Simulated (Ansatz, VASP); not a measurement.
**Two plane-wave programs on C**

The input INCAR:

```
ALGO = Normal ; EDIFF = 1E-8
ENCUT = 520 ; GGA = PE
ISIF = 2 ; ISMEAR = -1
LASPH = True ; LCHARG = False
LEFG = True ; LREAL = False
LWAVE = False ; NBANDS = 11
NELM = 100 ; PREC = Accurate
SIGMA = 0.05
```

Contents of KPOINTS:

```
k-points
0
Gamma
  14 14 14
```

The input POSCAR:

```
C
1.0
    1.2280287114      0.7090027071      3.3470114498
   -1.2280287114      0.7090027071      3.3470114498
    0.0000000000     -1.4180054142      3.3470114498
C
2
Direct
    0.8696000000      0.8196000000      0.8196000000
    0.1304000000      0.1804000000      0.1804000000
```

Input for Ansatz:

```yaml
crystal:
  lattice:
    - [1.2280287114, 0.7090027071, 3.3470114498]
    - [-1.2280287114, 0.7090027071, 3.3470114498]
    - [0.0, -1.4180054142, 3.3470114498]
  atoms:
    - { symbol: C, position: [0.8696, 0.8196, 0.8196] }
    - { symbol: C, position: [0.1304, 0.1804, 0.1804] }
kpoints:
  mp_grid: { grid: [14, 14, 14] }
scf:
  occupations: { method: fermi_dirac, width: 0.05 }
hamiltonian:
  xc: pbe
  pseudopotentials: { kind: paw }
output:
  forces: true
  stress: true
  eigenvalues: true
  efg: { contact_densities: true }
  populations: true
  write_density: true
  write_potential: true
  elf: true
  volumetric_format: npy
```

Change from the starting cell: shortest bond scaled by 1.1, PAW files.

Alike in both runs: task electric field gradients; functional PBE; k mesh 14 × 14 × 14; occupations fermi-dirac, width 0.05 eV; no spin polarisation.

|  | VASP | Ansatz |
| --- | --- | --- |
| version | VASP 6.6.1 | Ansatz 0.2.0 |
| potentials or method | VASP PAW PBE potentials, release 64 (C) | PAW with Ansatz's default frozen-core files, scalar-relativistic |
| plane-wave cutoff (eV) | 520 | 420 |
| valence electrons in the cell | 8 | 8 |

```csv
,VASP,Ansatz,Ansatz less VASP
pressure (GPa),12.5,12.2,-0.31
"traceless stress, the component that is largest in VASP (GPa)",-12.81,-12.60,+0.209
rms of the force components (eV/Å),3.725,3.725,+0.0001
size of Vzz on the site where it differs most (V/Å²),30.2,22.7,-7.57
```

Atom by atom the forces differ by 0.001 eV/Å (rms over components).
